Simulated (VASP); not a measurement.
# Sb (P4/mmm) in VASP: further runs, part 2 of 2

VASP 6.6.1. Earlier steps stand in the parts before.

### 3 Single point, PBEsol (strain +0.040 along x and y, +0.080 along z)

The input, INCAR:

```
ALGO     = Normal         # electronic algorithm
EDIFF    = 1E-6           # SCF threshold, eV
ENCUT    = 520            # plane-wave cutoff, eV
GGA      = PS             # functional
ISIF     = 2              # what is computed and relaxed
ISMEAR   = 0              # smearing method
LASPH    = True           # aspherical terms in the spheres
LCHARG   = True           # write CHGCAR
LELF     = True           # ELF
LREAL    = False          # projectors in reciprocal space
LVHAR    = True         
LWAVE    = False          # write WAVECAR
NBANDS   = 8              # bands
NELM     = 80             # most SCF steps
PREC     = Accurate       # precision mode
SIGMA    = 0.15           # smearing width, eV
```

The input, KPOINTS:

```
k-points
0
Gamma
  16 16 16
```

The input, POSCAR:

```
Sb
1.0
    3.2864000000      0.0000000000      0.0000000000
    0.0000000000      3.2864000000      0.0000000000
    0.0000000000      0.0000000000      3.4128000000
Sb
1
Direct
    0.0000000000      0.0000000000      0.0000000000
```

Potentials or basis: VASP PAW PBE potentials, release 64 (Sb).

Command:

```bash
cat potpaw_PBE.64/Sb/POTCAR > POTCAR
mpirun -np 1 vasp_std > vasp.out
```

OUTCAR:

```text
EDIFF = 1E-6
   ENCUT = 520
   GGA = PS
   ISIF = 2
   ISMEAR = 0
   LASPH = True
   LREAL = False
   NELM = 80
   PREC = Accurate

 ion  position               nearest neighbor table
   1  0.000  0.000  0.000-

  LATTYP: Found a simple tetragonal cell.
 ALAT       =     3.2864000000
 C/A-ratio  =     1.0384615385

  Lattice vectors:

 A1 = (   3.2864000000,   0.0000000000,   0.0000000000)
 A2 = (   0.0000000000,   3.2864000000,   0.0000000000)
 A3 = (   0.0000000000,   0.0000000000,   3.4128000000)

Analysis of symmetry for initial positions (statically):
=====================================================================
 Subroutine PRICEL returns:
 Original cell was already a primitive cell.

 Routine SETGRP: Setting up the symmetry group for a
 simple tetragonal supercell.

 Subroutine GETGRP returns: Found 16 space group operations
 (whereof 16 operations were pure point group operations)
 out of a pool of 16 trial point group operations.

The static configuration has the point symmetry D_4h.

Analysis of symmetry for dynamics (positions and initial velocities):
=====================================================================
 Subroutine PRICEL returns:
 Original cell was already a primitive cell.

 Routine SETGRP: Setting up the symmetry group for a
 simple tetragonal supercell.

 Subroutine GETGRP returns: Found 16 space group operations
 (whereof 16 operations were pure point group operations)
 out of a pool of 16 trial point group operations.

The dynamic configuration has the point symmetry D_4h.

 Subroutine INISYM returns: Found 16 space group operations
 (whereof 16 operations are pure point group operations),
 and found     1 'primitive' translations

----------------------------------------------------------------------------------------

[... 104 lines left out ...]
   EFERMI =   0.00;   METHOD = LEGACY
   ISMEAR =     0;   SIGMA  =   0.15  broadening in eV -4-tet -1-fermi 0-gaus
   EFERMI_NEDOS =   21; number of points for ismear=-14 and -15
   IALGO  =     38    algorithm
   IMIX   =      4    mixing-type and parameters
     AMIX     =   0.40;   BMIX     =  1.00
     AMIX_MAG =   1.60;   BMIX_MAG =  1.00
  volume/ion in A,a.u.               =      36.86       248.74
  Fermi-wavevector in a.u.,A,eV,Ry     =   0.841165  1.589570  9.626907  0.707558
  Thomas-Fermi vector in A             =   1.955665
   LORBIT       =      0    0 simple, 1 ext, 2 COOP (PROOUT), +10 PAW based schemes
   GGA     = PS    functional components
   LHFCALC =     F    Hartree Fock is set to
   AEXX    =    0.0000 exact exchange contribution
   IVDW    =     0    specifies the selected vdW correction
   LEPSILON=     F    determine dielectric tensor
   LRPA    =     F    only Hartree local field effects (RPA)
 non-spin polarized calculation
 Gauss-broadening in eV      SIGMA  =   0.15
  energy-cutoff  :      520.00
  volume of cell :       36.86
 maximum number of plane-waves:      1020
   NGX = 13   NGY = 13   NGZ = 13

 number of electron       4.9999999 magnetization

 Free energy of the ion-electron system (eV)
  ---------------------------------------------------
  ext. energy  EPLUGINS =         0.00000000
  ---------------------------------------------------
  free energy    TOTEN  =        -4.24575580 eV

  energy without entropy =       -4.23732284  energy(sigma->0) =       -4.24153932

 E-fermi :   4.5925     XC(G=0):  -8.8871

 val. band max:        4.5917468572   @ k =   0.2500   0.2500   0.3125
 cond. band min:       4.6038492106   @ k =   0.1875   0.0000   0.1250
 fundamental gap:      0.0121023533
 Fermi energy:         4.5925081014

 k-point     1 :       0.0000    0.0000    0.0000
  band No.  band energies     occupation
      1      -6.3994      2.00000
      2       6.7611      0.00000
      3       7.5865      0.00000
      4       7.5865      0.00000
      5      10.8649      0.00000
      6      11.5369      0.00000
      7      11.8035      0.00000
      8      20.9137      0.00000
[... 243 lines left out ...]
 k-point    24 :       0.5000    0.1250    0.0000
  band No.  band energies     occupation
      1      -4.3564      2.00000
      2       0.4436      2.00000
      3       7.4400      0.00000
      4       8.4372      0.00000
      5      12.4719      0.00000
      6      13.4136      0.00000
      7      15.0089      0.00000
      8      15.0115      0.00000

 [... further k-points ...]
[... 5 lines left out ...]
  --------------------------------------------------------------------------------------
  -------------------------------------------------------------------------------------
  Total       -1.9275636     -1.9275636     -2.2021611      0.0000000      0.0000000     -0.0000000
  in kB      -83.7852606    -83.7852606    -95.7211688      0.0000000      0.0000000     -0.0000000
  external PRESSURE =     -87.7638966 kB  Pullay stress =       0.0000000 kB

 VOLUME and BASIS-vectors are now :
 -----------------------------------------------------------------------------
  energy-cutoff  :      520.00
  volume of cell :       36.86
      direct lattice vectors                 reciprocal lattice vectors
     3.286400000  0.000000000  0.000000000     0.304284323  0.000000000  0.000000000
     0.000000000  3.286400000  0.000000000     0.000000000  0.304284323  0.000000000
     0.000000000  0.000000000  3.412800000     0.000000000  0.000000000  0.293014534

 POSITION                                       TOTAL-FORCE (eV/Angst)
 -----------------------------------------------------------------------------------
      0.00000      0.00000      0.00000         0.000000      0.000000      0.000000
 -----------------------------------------------------------------------------------
    total drift:                               -0.000000      0.000000      0.000000

  FREE ENERGIE OF THE ION-ELECTRON SYSTEM (eV)
  ---------------------------------------------------
  free  energy   TOTEN  =        -4.2457557966 eV

  energy  without entropy=       -4.2373228447  energy(sigma->0) =       -4.24153932
```

OSZICAR:

```text
N       E                     dE             d eps       ncg     rms          rms(c)
DAV:   1     0.474967107147E+01    0.47497E+01   -0.15411E+03  6496   0.394E+02
DAV:   2    -0.411951860242E+01   -0.88692E+01   -0.85180E+01  9248   0.497E+01
DAV:   3    -0.424771806340E+01   -0.12820E+00   -0.12740E+00  7664   0.669E+00
DAV:   4    -0.424835224227E+01   -0.63418E-03   -0.63411E-03  9976   0.578E-01
DAV:   5    -0.424835472798E+01   -0.24857E-05   -0.24856E-05  8312   0.237E-02    0.128E+00
DAV:   6    -0.424645926085E+01    0.18955E-02   -0.28943E-03  7504   0.246E-01    0.724E-01
DAV:   7    -0.424574181678E+01    0.71744E-03   -0.55912E-03  7088   0.343E-01    0.710E-02
DAV:   8    -0.424575589543E+01   -0.14079E-04   -0.12532E-04  8168   0.715E-02    0.723E-03
DAV:   9    -0.424575579662E+01    0.98817E-07   -0.22911E-06  9480   0.100E-02
   1 F= -.42457558E+01 E0= -.42415393E+01  d E =-.843295E-02
```

stdout:

```text
POSCAR found type information on POSCAR Sb
 POSCAR found :  1 types and       1 ions
 scaLAPACK will be used
 -----------------------------------------------------------------------------
|                                                                             |
|                                                                             |
|     You enforced a specific xc type in the INCAR file but a different       |
|     I HOPE YOU KNOW WHAT YOU ARE DOING!                                     |
|                                                                             |
 -----------------------------------------------------------------------------

 LDA part: xc-table for (Slater+PW92), standard interpolation
 POSCAR, INCAR and KPOINTS ok, starting setup
 FFT: planning ... GRIDC
 FFT: planning ... GRID_SOFT
 FFT: planning ... GRID
 WAVECAR not read
 entering main loop
```

Run time: 28 s. Hardware: 1 thread of Intel Xeon Platinum 8375C at 2.90GHz (Ice Lake), shared host; peak memory 0.23 GiB.

What came out:

| Item | Value |
| --- | --- |
| Free energy | -4.2458 eV |
| Pressure | -8.8 GPa |

Stress tensor (GPa, compression positive):
```
-8.38  0.00  0.00
 0.00 -8.38  0.00
 0.00  0.00 -9.57
```

Levels at points of the mesh, in eV from the Fermi level:
```
           k point  band 1  band 2  band 3  band 4  band 5  band 6
(0.00, 0.00, 0.00)  -10.99    2.17    2.99    2.99    6.27    6.94
(0.50, 0.00, 0.00)   -9.14   -4.33    3.67    4.50    8.41    9.66
(0.50, 0.50, 0.00)   -7.22   -2.66   -2.66    2.86    5.13   11.10
(0.00, 0.00, 0.50)   -9.50   -4.21    4.21    4.21    8.48    9.88
(0.50, 0.00, 0.50)   -7.61   -2.94   -2.49    2.80    5.66   11.38
(0.50, 0.50, 0.50)   -5.61   -1.40   -1.40   -0.91    4.89    5.17
```

Caveat: the cell differs from its parent crystal (strain +0.040 along x and y, +0.080 along z); the PAW data sets were made with another functional, which shifts forces and pressure a little; spin-orbit coupling is left out, which moves the levels of the heavy elements.
